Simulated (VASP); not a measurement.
Wanted: the native input for a VASP 6.6.1 run.

| Property | Result |
| --- | --- |
| Task | single point |
| Functional | PBEsol |
| Potentials or basis | VASP PAW PBE potentials, release 64 (Al, N) |
| Cutoff | 520 eV |
| k mesh | 9 × 9 × 6 |
| Occupations | gaussian, width 0.01 eV |
| Spin | no spin polarisation |
| Dipole correction | no |
| Further INCAR settings | ALGO = Normal; EDIFF = 1e-06; NBANDS = 16 |

The structure of AlN (sol) lies in POSCAR:

```
AlN
1.0
    3.1135756617      0.0000000000      0.0000000000
   -1.5567878308      2.6964356196      0.0000000000
    0.0000000000      0.0000000000      4.9831268447
Al N
2 2
Direct
    0.3333333333      0.6666666667     -0.0590000000
    0.6666666667      0.3333333333      0.4410000000
    0.3333333333      0.6666666667      0.4410000000
    0.6666666667      0.3333333333      0.9410000000
```

The input as run:

INCAR

```
SYSTEM = AlN
PREC     = Accurate       ! precision mode
ENCUT    = 520            ! plane-wave cutoff, eV
EDIFF    = 1E-6           ! SCF threshold, eV
ISMEAR   = 0              ! smearing method
SIGMA    = 0.01           ! smearing width, eV
LREAL    = .FALSE.        ! projectors in reciprocal space
LASPH    = .TRUE.         ! aspherical terms in the spheres
NELM     = 100            ! most SCF steps
ALGO     = Normal         ! electronic algorithm
ISIF     = 2              ! what is computed and relaxed
LWAVE    = .FALSE.        ! write WAVECAR
LCHARG   = .TRUE.         ! write CHGCAR
GGA      = PS             ! functional
LELF     = .TRUE.         ! ELF
LVHAR    = .TRUE.       
NBANDS   = 16             ! bands
```

KPOINTS

```
Automatic mesh
0
G
  9 9 6
  0 0 0
```

Potentials or basis: VASP PAW PBE potentials, release 64 (Al, N).

The run is started by

```bash
$ cat potpaw_PBE.64/Al/POTCAR potpaw_PBE.64/N/POTCAR > POTCAR
$ mpirun -np 1 vasp_std > vasp.out
```

It gave:

* Pressure: 8.5 GPa
* Band gap on the k mesh: 2.65 eV, direct

Caveat: the PAW data sets were made with another functional, which shifts forces and pressure a little.

It took 16 s on 1 thread of AMD EPYC 9R14 (Zen 4), with other jobs on the host, peak memory 0.14 GiB.
